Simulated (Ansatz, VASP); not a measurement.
Two plane-wave programs on BiTe

INCAR

```
SYSTEM = BiTe
PREC = Accurate ; ENCUT = 600
EDIFF = 1E-6 ; ISMEAR = -1
SIGMA = 0.1 ; LREAL = .False.
LASPH = .True. ; NELM = 60
ALGO = Normal ; ISIF = 3
LWAVE = .False. ; LCHARG = .False.
GGA = PE ; IBRION = 2
NSW = 80 ; EDIFFG = -0.01
```

File KPOINTS:

```
regular mesh
0
Gamma
  9 9 9
  0 0 0
```

Contents of POSCAR:

```
BiTe
1.0
    0.0000000000      3.2350000000      3.2350000000
    3.2350000000      0.0000000000      3.2350000000
    3.2350000000      3.2350000000      0.0000000000
Bi Te
1 1
Direct
    0.0000000000      0.0000000000      0.0000000000
    0.5000000000      0.5000000000      0.5000000000
```

Input for Ansatz:

```yaml
crystal:
  lattice:
    - [0.0, 3.235, 3.235]
    - [3.235, 0.0, 3.235]
    - [3.235, 3.235, 0.0]
  atoms:
    - { symbol: Bi, position: [0.0, 0.0, 0.0] }
    - { symbol: Te, position: [0.5, 0.5, 0.5] }
  symmetry: { tolerance: 0.0003 }
hamiltonian:
  xc: pbe
  pseudopotentials: { kind: paw, azcp: { folder: soft_1 } }
basis:
  ecutwfc: 420
magnetization:
  spin_polarized: false
scf:
  occupations: { method: fermi_dirac, width: 0.1 }
kpoints:
  mp_grid: { grid: [9, 9, 9], shift: [0, 0, 0] }
output:
  forces: true
  stress: true
  eigenvalues: true
relax:
  max_steps: 60
  cell: {}
```

Alike in both runs: task relaxation of cell and atoms; functional PBE; k mesh 9 × 9 × 9; occupations fermi-dirac, width 0.1 eV; no spin polarisation.

```csv
,VASP,Ansatz
version,VASP 6.6.1,Ansatz 0.2.0
potentials or method,"VASP PAW PBE potentials, release 64 (Bi_d, Te), cutoff 600 eV",PAW plane waves
valence electrons in the cell,21,31
```

```csv
,VASP,Ansatz,Ansatz less VASP
"gap on the k mesh at the Fermi level, each at its own relaxed structure (eV)",none,none,-
relaxed volume (Å³/atom),34.41,34.45,+0.038
relaxed length of the cell vector where the two differ most in proportion (Å),4.600,4.601,+0.0017
```

A gap of «none» marks a metal or a gap that the smearing closes. VASP's potentials hold 21 valence electrons a cell and Ansatz's 31, so a difference there can come from the potentials and not from the codes.

Neither program's run includes spin-orbit coupling.
